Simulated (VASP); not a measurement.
# MoS2 (P1) in VASP: single point with PBE+D3(BJ)

Aim: the single point of MoS2 with PBE+D3(BJ).

Everything below comes from runs of VASP 6.6.1. Logs are shortened: lines on timing, memory, paths and dates and some standing lists are left out, and cuts for length are marked.

## 1. The cell of the first run

The typed cell holds 12 atoms: a = 3.149 Å, b = 3.150 Å, c = 24.181 Å, α = 90.01°, β = 90.02°, γ = 120.01°.

## 2. Single point, PBE+D3(BJ)

INCAR reads:

```
SYSTEM = MoS2
PREC     = Accurate       ! precision mode
ENCUT    = 520            ! plane-wave cutoff, eV
EDIFF    = 1E-7           ! SCF threshold, eV
ISMEAR   = 0              ! smearing method
SIGMA    = 0.05           ! smearing width, eV
LREAL    = .False.        ! projectors in reciprocal space
LASPH    = .True.         ! aspherical terms in the spheres
NELM     = 60             ! most SCF steps
ALGO     = Normal         ! electronic algorithm
ISIF     = 2              ! what is computed and relaxed
LWAVE    = .False.        ! write WAVECAR
LCHARG   = .False.        ! write CHGCAR
GGA      = PE             ! functional
IVDW     = 12             ! dispersion correction
NBANDS   = 64             ! bands
```

KPOINTS reads:

```
regular mesh
0
Gamma
  12 12 1
  0 0 0
```

POSCAR reads:

```
MoS2
1.0
    3.1491561735     -0.0004442482     -0.0006283697
   -1.5749590336      2.7278318982     -0.0002335730
   -0.0049501899     -0.0049346193     24.1811988733
Mo S
4 8
Direct
    0.3307013345      0.6642213721      0.1249887669
    0.3327089169      0.6678141121      0.6250359435
    0.6681611243      0.3326682778      0.3749543912
    0.6684263151      0.3352947605      0.8750214558
    0.3345241104      0.6657453093      0.3101993553
    0.3348269612      0.6684405859      0.8102676096
    0.6636707613      0.3306477430      0.0602351997
    0.6656903810      0.3342214098      0.5602804931
    0.3351972050      0.6662728665      0.4397094082
    0.3354410691      0.6688556447      0.9397739997
    0.6643183629      0.3310857811      0.1897429211
    0.6663334583      0.3347321373      0.6897904558
```

Potentials or basis: VASP PAW PBE potentials, release 64 (Mo_sv, S).

Started as:

```console
> cat potpaw_PBE.64/Mo_sv/POTCAR potpaw_PBE.64/S/POTCAR > POTCAR
> mpirun -np 1 vasp_std > vasp.out
```

OUTCAR:

```text
SYSTEM = MoS2
   PREC = Accurate
   ENCUT = 520
   EDIFF = 1E-7
   ISMEAR = 0
   LREAL = .False.
   LASPH = .True.
   NELM = 60
   ISIF = 2
   GGA = PE
   IVDW = 12
 IVDW          = 12

 ion  position               nearest neighbor table
   1  0.331  0.664  0.125-  11 2.40   7 2.40  11 2.40   7 2.40   7 2.40  11 2.40
   2  0.333  0.668  0.625-  12 2.40   8 2.40  12 2.40   8 2.40   8 2.40  12 2.40
   3  0.668  0.333  0.375-   5 2.40   9 2.40   9 2.40   5 2.40   9 2.40   5 2.40
   4  0.668  0.335  0.875-  10 2.40   6 2.40   6 2.40  10 2.40  10 2.40   6 2.40
   5  0.335  0.666  0.310-   3 2.40   3 2.40   3 2.40
   6  0.335  0.668  0.810-   4 2.40   4 2.40   4 2.40
   7  0.664  0.331  0.060-   1 2.40   1 2.40   1 2.40
   8  0.666  0.334  0.560-   2 2.40   2 2.40   2 2.40
   9  0.335  0.666  0.440-   3 2.40   3 2.40   3 2.40
  10  0.335  0.669  0.940-   4 2.40   4 2.40   4 2.40
  11  0.664  0.331  0.190-   1 2.40   1 2.40   1 2.40
  12  0.666  0.335  0.690-   2 2.40   2 2.40   2 2.40

  LATTYP: Found a triclinic cell.
 ALAT       =     3.1490857041
 B/A-ratio  =     1.0000224076
 C/A-ratio  =     7.6788001839
 COS(alpha) =     0.0004042194
 COS(beta)  =     0.0005527871
 COS(gamma) =     0.4997680797

  Lattice vectors:

 A1 = (   1.5741971399,   2.7273876500,  -0.0008619427)
 A2 = (   3.1491561735,  -0.0004442482,  -0.0006283697)
 A3 = (   0.0049501899,   0.0049346193, -24.1811988733)

Analysis of symmetry for initial positions (statically):
=====================================================================
 Subroutine PRICEL returns:
 Original cell was already a primitive cell.

 Routine SETGRP: Setting up the symmetry group for a
 triclinic supercell.

 Subroutine GETGRP returns: Found  1 space group operations
 (whereof  1 operations were pure point group operations)
 out of a pool of  2 trial point group operations.

The static configuration has the point symmetry C_1 .

Analysis of symmetry for dynamics (positions and initial velocities):
=====================================================================
 Subroutine PRICEL returns:
 Original cell was already a primitive cell.

 Routine SETGRP: Setting up the symmetry group for a
 triclinic supercell.

 Subroutine GETGRP returns: Found  1 space group operations
 (whereof  1 operations were pure point group operations)
 out of a pool of  2 trial point group operations.

The dynamic configuration has the point symmetry C_1 .

 Subroutine INISYM returns: Found  1 space group operations
 (whereof  1 operations are pure point group operations),
 and found     1 'primitive' translations

----------------------------------------------------------------------------------------

                                     Primitive cell

  volume of cell :     207.7085

  direct lattice vectors                    reciprocal lattice vectors
     3.149156174 -0.000444248 -0.000628370     0.317571268  0.183355053  0.000102428
    -1.574959034  2.727831898 -0.000233573     0.000051734  0.366621380  0.000074826
    -0.004950190 -0.004934619 24.181198873     0.000008253  0.000008306  0.041354446

  length of vectors
     3.149156268  3.149851247 24.181199883     0.366702326  0.366621392  0.041354448

  position of ions in fractional coordinates (direct lattice)
     0.330701334  0.664221372  0.124988767
     0.332708917  0.667814112  0.625035944
     0.668161124  0.332668278  0.374954391
     0.668426315  0.335294760  0.875021456
     0.334524110  0.665745309  0.310199355
     0.334826961  0.668440586  0.810267610
     0.663670761  0.330647743  0.060235200
     0.665690381  0.334221410  0.560280493
     0.335197205  0.666272867  0.439709408
     0.335441069  0.668855645  0.939774000
     0.664318363  0.331085781  0.189742921
     0.666333458  0.334732137  0.689790456

[... 42 lines left out ...]
|           WW  WW  A    A  R   R   N   NN  II  N   NN  G    G                |
|           W    W  A    A  R    R  N    N  II  N    N   GGGG   !!!           |
|                                                                             |
|     Your reciprocal lattice and k-lattice belong to different lattice       |
|     classes:                                                                |
|                                                                             |
|        The reciprocal lattice is base-centered monoclinic,                  |
|        whereas your k-lattice is triclinic.                                 |
|                                                                             |
|     Results are often still useful ...                                      |
|                                                                             |
 -----------------------------------------------------------------------------

 Subroutine IBZKPT returns following result:
 ===========================================

 Found     74 irreducible k-points:

 Following reciprocal coordinates:
            Coordinates               Weight
  0.000000  0.000000  0.000000      1.000000
  0.083333  0.000000  0.000000      2.000000
  0.166667  0.000000  0.000000      2.000000
  0.250000  0.000000  0.000000      2.000000
  0.333333  0.000000 -0.000000      2.000000
  0.416667  0.000000  0.000000      2.000000
[... 16 lines left out ...]
  0.250000 -0.166667  0.000000      2.000000
  0.166667  0.166667 -0.000000      2.000000
 [... further k-points ...]
   k-points           NKPTS =     74   k-points in BZ     NKDIM =     74   number of bands    NBANDS=     64
   number of dos      NEDOS =    301   number of ions     NIONS =     12
   total plane-waves  NPLWV = 103680
   dimension x,y,z NGX =    24 NGY =   24 NGZ =  180
   dimension x,y,z NGXF=    48 NGYF=   48 NGZF=  360
   ions per type =               4   8
   NGX,Y,Z   is equivalent  to a cutoff of  12.67, 12.67, 12.38 a.u.
   NGXF,Y,Z  is equivalent  to a cutoff of  25.34, 25.33, 24.75 a.u.
 SYSTEM =  MoS2
   PREC   = accura    normal or accurate (medium, high low for compatibility)
   ISTART =      0    job   : 0-new  1-cont  2-samecut
   ICHARG =      2    charge: 1-file 2-atom 10-const
   ISPIN  =      1    spin polarized calculation?
   LNONCOLLINEAR =      F non collinear calculations
   LSORBIT =      F    spin-orbit coupling
   LASPH  =      T    aspherical Exc in radial PAW
   ENCUT  =  520.0 eV  38.22 Ry    6.18 a.u.   5.86  5.86 44.96*2*pi/ulx,y,z
   NELM   =     60;   NELMIN=  2; NELMDL= -5     # of ELM steps
   EDIFF  = 0.1E-06   stopping-criterion for ELM
   LREAL  =      F    real-space projection
   EDIFFG = 0.1E-05   stopping-criterion for IOM
   NSW    =      0    number of steps for IOM
   IBRION =     -1    ionic relax: 0-MD 1-quasi-New 2-CG
   NFREE  =      0    steps in history (QN), initial steepest desc. (CG)
   ISIF   =      2    stress and relaxation
   ISYM   =      2    0-nonsym 1-usesym 2-fastsym
   POTIM  = 0.5000    time-step for ionic-motion
   TEBEG  =    0.0;   TEEND  =   0.0 temperature during run
   PSTRESS=    0.0 pullay stress
   NELECT =     104.0000    total number of electrons
   NUPDOWN=      -1.0000    fix difference up-down
   EMIN   =  10.00;   EMAX   =-10.00  energy-range for DOS
   EFERMI =   0.00;   METHOD = LEGACY
   ISMEAR =     0;   SIGMA  =   0.05  broadening in eV -4-tet -1-fermi 0-gaus
   EFERMI_NEDOS =   21; number of points for ismear=-14 and -15
   IALGO  =     38    algorithm
   IMIX   =      4    mixing-type and parameters
     AMIX     =   0.40;   BMIX     =  1.00
     AMIX_MAG =   1.60;   BMIX_MAG =  1.00
  volume/ion in A,a.u.               =      17.31       116.81
  Fermi-wavevector in a.u.,A,eV,Ry     =   1.299974  2.456594 22.992912  1.689931
  Thomas-Fermi vector in A             =   2.431203
   LORBIT       =      0    0 simple, 1 ext, 2 COOP (PROOUT), +10 PAW based schemes
   GGA     = PE    functional components
   LHFCALC =     F    Hartree Fock is set to
   AEXX    =    0.0000 exact exchange contribution
   IVDW    =    12    specifies the selected vdW correction
   LEPSILON=     F    determine dielectric tensor
   LRPA    =     F    only Hartree local field effects (RPA)
 non-spin polarized calculation
 Gauss-broadening in eV      SIGMA  =   0.05
  energy-cutoff  :      520.00
  volume of cell :      207.71
 maximum number of plane-waves:      5620
   NGX = 11   NGY = 11   NGZ = 89

 number of electron     104.0000006 magnetization

 Free energy of the ion-electron system (eV)
  ---------------------------------------------------
  ext. energy  EPLUGINS =         0.00000000
  ---------------------------------------------------
  free energy    TOTEN  =       -87.09076051 eV

  energy without entropy =      -87.09076051  energy(sigma->0) =      -87.09076051

 E-fermi :   8.2041     XC(G=0): -11.0141

 val. band max:        7.9456610385   @ k =   0.0000   0.0000   0.0000
 cond. band min:       8.7459408283   @ k =   0.1667   0.1667  -0.0000
 fundamental gap:      0.8002797898
 Fermi energy:         8.2040810690

 k-point     1 :       0.0000    0.0000    0.0000
  band No.  band energies     occupation
      1     -53.5925      2.00000
      2     -53.5925      2.00000
      3     -53.5924      2.00000
      4     -53.5924      2.00000
      5     -27.7561      2.00000
      6     -27.7561      2.00000
[... 1597 lines left out ...]
     63      10.2588      0.00000
     64      10.3839      0.00000

 [... further k-points ...]

------------------------ aborting loop because EDIFF is reached ----------------------------------------

 Edisp (eV)   -5.24975

 E8    (eV) :    -2.1168

  FORCE on cell =-STRESS in cart. coord.  units (eV):
  Direction    XX          YY          ZZ          XY          YZ          ZX
  --------------------------------------------------------------------------------------
  -------------------------------------------------------------------------------------
  Total      -0.14804    -0.17502    -0.23062     0.02762     0.00559     0.00542
  in kB      -1.14194    -1.35005    -1.77890     0.21309     0.04308     0.04184
  external pressure =       -1.42 kB  Pullay stress =        0.00 kB

 VOLUME and BASIS-vectors are now :
 -----------------------------------------------------------------------------
  energy-cutoff  :      520.00
  volume of cell :      207.71
      direct lattice vectors                 reciprocal lattice vectors
     3.149156174 -0.000444248 -0.000628370     0.317571268  0.183355053  0.000102428
    -1.574959034  2.727831898 -0.000233573     0.000051734  0.366621380  0.000074826
    -0.004950190 -0.004934619 24.181198873     0.000008253  0.000008306  0.041354446

 POSITION                                       TOTAL-FORCE (eV/Angst)
 -----------------------------------------------------------------------------------
     -0.00531      1.81112      3.02202         0.001275      0.000960      0.000229
     -0.00712      1.81845     15.11375         0.001239      0.000468     -0.000612
      1.57835      0.90532      9.06635        -0.001496     -0.000461      0.000323
      1.57257      0.91001     21.15857        -0.000867     -0.000841     -0.000554
      0.00341      1.81436      7.50063        -0.000661      0.000684      0.014560
     -0.00236      1.81925     19.59288        -0.000311     -0.000462      0.013736
      1.56895      0.90136      1.45607         0.001417      0.001602      0.013988
      1.56720      0.90864     13.54776         0.001197     -0.000066      0.013419
      0.00406      1.81516     10.63233        -0.001474     -0.000202     -0.013272
     -0.00172      1.81974     22.72449        -0.001209     -0.001322     -0.013525
      1.56966      0.90191      4.58772         0.000434      0.000534     -0.014183
      1.56778      0.90939     16.67946         0.000456     -0.000894     -0.014109
 -----------------------------------------------------------------------------------
    total drift:                                0.000004      0.000039     -0.000001

  FREE ENERGIE OF THE ION-ELECTRON SYSTEM (eV)
  ---------------------------------------------------
  free  energy   TOTEN  =       -92.3405084530 eV

  energy  without entropy=      -92.3405084530  energy(sigma->0) =      -92.34050845
```

Run time: 41 min. Hardware: 1 thread of Oxide Virtual Turin-like, shared host; peak memory 0.75 GiB.

Results:

* Free energy: -92.3405 eV
* Pressure: -0.1 GPa
* Largest force: 0.015 eV/Å
* Band gap on the k mesh: 0.80 eV
* Dispersion energy per atom: -0.437 eV

Forces on the atoms (eV/Å):
```
Mo   0.001  0.001  0.000
Mo   0.001  0.000 -0.001
Mo  -0.001  0.000  0.000
Mo  -0.001 -0.001 -0.001
S   -0.001  0.001  0.015
S    0.000  0.000  0.014
S    0.001  0.002  0.014
S    0.001  0.000  0.013
S   -0.001  0.000 -0.013
S   -0.001 -0.001 -0.014
S    0.000  0.001 -0.014
S    0.000 -0.001 -0.014
```

A k mesh can miss the band edges.
